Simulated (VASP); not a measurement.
Runs of VASP 6.6.1 on SrCd. The structure is that of space group Pmmm (No. 47), or close to it. The cells are those of the table. 

```csv
cell,gap on the mesh (eV),pressure (GPa)
"a = 3.403, b = 4.603, c = 4.003 Å, 2 atoms",none,-1.5
"a = 4.528, b = 3.478, c = 4.003 Å, 2 atoms",none,-1.7
"a = 3.703, b = 4.303, c = 4.003 Å, 2 atoms",none,-1.9
"a = 4.453, b = 3.553, c = 4.003 Å, 2 atoms",none,-1.7
"a = 4.153, b = 3.853, c = 4.003 Å, 2 atoms",none,(a)
```

Alike in all rows: task single point; level LDA; potentials or basis VASP PAW LDA potentials, release 64 (Sr_sv, Cd); no spin polarisation; k mesh 12 × 12 × 12; cutoff (eV) 500; smearing gaussian 0.15 eV.

Problem. Fill in the values left out.

Solution. (a) -2.0.

Caveats: the stress differs along the axes, from -4 to 3 GPa (at least some runs); the stress differs along the axes, from -4 to 2 GPa (at least some runs); the stress differs along the axes, from -4 to 1 GPa (at least some runs).

A k mesh can miss the band edges, and the runs leave out spin-orbit coupling on Cd, Sr.

A gap of «none» marks levels without a gap at the run's occupations.
